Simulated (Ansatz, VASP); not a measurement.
# AlGa3N4: VASP beside Ansatz

```
Al Ga N
1.0
     4.46534    0.00000    0.00000
     0.00000    4.46534    0.00000
     0.00000    0.00000    4.68861
Al Ga N
1 3 4
Direct
  0.00000 0.00000 0.00000
  0.50000 0.50000 0.00000
  0.50000 0.00000 0.50000
  0.00000 0.50000 0.50000
  0.75535 0.75535 0.24465
  0.75535 0.24465 0.75535
  0.24465 0.75535 0.75535
  0.24465 0.24465 0.24465
```

Change from the starting cell: strain +0.000 along x and y, +0.050 along z, atoms carried along.

Alike in both runs: task single point; functional r2SCAN; k mesh 6 × 6 × 6; occupations gaussian, width 0.05 eV; no spin polarisation.

```csv
,VASP,Ansatz
version,VASP 6.6.1,Ansatz 0.2.0
potentials or method,"VASP PAW PBE potentials, release 64 (Al, Ga_d, N), cutoff 520 eV","scalar-relativistic, plane waves, PAW"
valence electrons in the cell,62,62
```

VASP gave:

```
gap on the k mesh at the Fermi level (eV)                     : 2.38
least direct gap on the mesh (eV)                             : 2.38
pressure (GPa)                                                : -8.4
traceless stress, the component that is largest in VASP (GPa) : -4.92
rms of the force components (eV/Å)                            : 0.033
```

**Question.** Which values does Ansatz return?

**Answer.** gap on the k mesh at the Fermi level (eV): 2.37; least direct gap on the mesh (eV): 2.37; pressure (GPa): -9.0; traceless stress, the component that is largest in VASP (GPa): -5.04; rms of the force components (eV/Å): 0.017.

VASP's potentials were made for PBE, not for r2SCAN. Atom by atom the forces differ by 0.030 eV/Å (rms over components).
